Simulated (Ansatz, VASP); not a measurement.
## Co2Bi in VASP and in Ansatz

Contents of INCAR:

```
ALGO = Normal ; EDIFF = 1E-7
EDIFFG = -0.04 ; ENCUT = 600
GGA = PE ; IBRION = 2
ISIF = 3 ; ISMEAR = 0
ISPIN = 2 ; LASPH = True
LCHARG = False ; LMAXMIX = 4
LORBIT = 11 ; LREAL = False
LWAVE = False ; MAGMOM = 1.76 1.76 1.76 1.76 0 0
NELM = 150 ; NSW = 90
PREC = Accurate ; SIGMA = 0.1
```

Contents of KPOINTS:

```
k-points
0
Gamma
  4 4 4
```

POSCAR

```
Co2Bi
1.0
    0.0000000000      3.7148803595      3.7148803595
    3.7148803595      0.0000000000      3.7148803595
    3.7148803595      3.7148803595      0.0000000000
Co Bi
4 2
Direct
    0.6250000000      0.6250000000      0.6250000000
    0.1250000000      0.6250000000      0.6250000000
    0.6250000000      0.6250000000      0.1250000000
    0.6250000000      0.1250000000      0.6250000000
    0.0000000000      0.0000000000      0.0000000000
    0.2500000000      0.2500000000      0.2500000000
```

Input for Ansatz:

```yaml
crystal:
  lattice:
    - [0.0, 3.7148803595, 3.7148803595]
    - [3.7148803595, 0.0, 3.7148803595]
    - [3.7148803595, 3.7148803595, 0.0]
  atoms:
    - { symbol: Co, position: [0.625, 0.625, 0.625], spin: 1.76 }
    - { symbol: Co, position: [0.125, 0.625, 0.625], spin: 1.76 }
    - { symbol: Co, position: [0.625, 0.625, 0.125], spin: 1.76 }
    - { symbol: Co, position: [0.625, 0.125, 0.625], spin: 1.76 }
    - { symbol: Bi, position: [0.0, 0.0, 0.0] }
    - { symbol: Bi, position: [0.25, 0.25, 0.25] }
basis:
  ecutwfc: 420
kpoints:
  mp_grid: { grid: [4, 4, 4] }
hamiltonian:
  xc: pbe
scf:
  occupations: { method: gaussian, width: 0.1 }
  lower_state_search: "off"
output:
  forces: true
  stress: true
  eigenvalues: true
  populations: true
magnetization:
  spin_polarized: true
relax:
  adjacent_minimum: "off"
  f_tol: 0.04
  max_steps: 70
  cell: { stress_tol: 0.4 }
```

Alike in both runs: task relaxation of cell and atoms; functional PBE; k mesh 4 × 4 × 4; occupations gaussian, width 0.1 eV; collinear spin.

|  | VASP | Ansatz |
| --- | --- | --- |
| version | VASP 6.6.1 | Ansatz 0.2.0 |
| potentials or method | VASP PAW PBE potentials, release 64 (Co, Bi_d), cutoff 600 eV | scalar-relativistic, plane waves, PAW |
| valence electrons in the cell | 66 | 98 |

Ansatz gave:

- gap on the k mesh at the Fermi level, each at its own relaxed structure (eV): none
- net moment per atom (μB): 1.00
- size of the moment on the site where the two differ most (μB): 1.56
- relaxed volume (Å³/atom): 16.19
- relaxed length of the cell vector where the two differ most in proportion (Å): 5.160

Q: Which values does VASP return?

A: gap on the k mesh at the Fermi level, each at its own relaxed structure (eV): none; net moment per atom (μB): 1.00; size of the moment on the site where the two differ most (μB): 1.54; relaxed volume (Å³/atom): 16.15; relaxed length of the cell vector where the two differ most in proportion (Å): 5.155.

Site moments also hang on the region over which each program counts them. A gap of «none» marks a metal or a gap that the smearing closes. VASP's potentials hold 66 valence electrons a cell and Ansatz's 98, so a difference there can come from the potentials and not from the codes.

The k mesh is coarse, so the values compare programs but aren't converged. Neither program's run includes spin-orbit coupling.
